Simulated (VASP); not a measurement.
Crystal: Cs3Ge2S3.

```xyz
8
Lattice="3.2568 1.8803 7.5386 -3.2568 1.8803 7.5386 0.0000 -3.7606 7.5386" Properties=species:S:1:pos:R:3 pbc="T T T"
Cs    0.0000    0.0000   11.3079
Cs    0.0000    0.0000    1.8251
Cs    0.0000    0.0000   20.7908
Ge    0.0000    0.0000    5.4798
Ge    0.0000    0.0000   17.1360
S     0.0000    1.8803    7.5386
S    -1.6284   -0.9402    7.5386
S     1.6284   -0.9402    7.5386
```

The cell was built from a structure type or drawn by symmetry, and may not be a known phase.

* Program: VASP 6.6.1
* Task: relaxation of cell and atoms
* Functional: PBE
* Potentials or basis: VASP PAW PBE potentials, release 64 (Cs_sv, Ge_d, S)
* Cutoff: 600 eV
* k mesh: 3 × 3 × 3
* Occupations: gaussian, width 0.1 eV
* Spin: no spin polarisation

At the start: pressure -2.3 GPa; volume 34.62 Å³/atom.

Q: Where does the relaxation end?

A: Over 17 steps the energy falls by 506.0 meV/atom and the volume is 39.36 Å³/atom (+13.7 %); space group R-3m (No. 166, to 0.1 Å) before and after.

The path:
| step | energy change (eV) | largest force (eV/Å) | pressure (GPa) | volume (Å³) |
| --- | --- | --- | --- | --- |
| 1 | 0.0000 | 1.7828 | -2.34 | 276.99 |
| 2 | -0.7789 | 1.7761 | -0.21 | 256.97 |
| 3 | -1.2461 | 1.9270 | 4.74 | 231.74 |
| 4 | -1.6946 | 1.8897 | 5.59 | 231.97 |
| 5 | -1.8435 | 3.5162 | 9.32 | 231.38 |
| 6 | -2.0142 | 2.6170 | 7.71 | 231.82 |
| 7 | -2.6537 | 1.9634 | 5.78 | 243.68 |
| 8 | -3.7017 | 0.7437 | 2.03 | 281.16 |
| 9 | -3.5394 | 0.1026 | -1.66 | 364.69 |
| 10 | -3.9480 | 0.2749 | -0.11 | 316.84 |
| 11 | -3.9493 | 0.3121 | 0.10 | 312.54 |
| 12 | -3.9913 | 0.2152 | 0.14 | 311.88 |
| 13 | -4.0411 | 0.0683 | 0.40 | 309.61 |
| 14 | -4.0470 | 0.0435 | 0.13 | 313.01 |
| 15 | -4.0477 | 0.0601 | 0.00 | 314.72 |
| 16 | -4.0477 | 0.0570 | 0.01 | 314.62 |
| 17 | -4.0482 | 0.0388 | 0.01 | 314.90 |

Final structure:
```cif
data_structure
_symmetry_space_group_name_H-M 'P 1'
_symmetry_Int_Tables_number 1
_cell_length_a 7.7473
_cell_length_b 7.7473
_cell_length_c 7.7473
_cell_angle_alpha 58.155
_cell_angle_beta 58.155
_cell_angle_gamma 58.155
_cell_volume 314.90
loop_
_atom_site_label
_atom_site_type_symbol
_atom_site_fract_x
_atom_site_fract_y
_atom_site_fract_z
_atom_site_occupancy
Cs1 Cs 0.50000 0.50000 0.50000 1
Cs2 Cs 0.09202 0.09202 0.09202 1
Cs3 Cs 0.90798 0.90798 0.90798 1
Ge1 Ge 0.28192 0.28192 0.28192 1
Ge2 Ge 0.71808 0.71808 0.71808 1
S1 S 0.50000 0.50000 0.00000 1
S2 S 0.00000 0.50000 0.50000 1
S3 S 0.50000 0.00000 0.50000 1
```

Caveat: the k points lie up to 0.34 Å⁻¹ apart in the final cell, too coarse for converged energies and pressures of a metal.
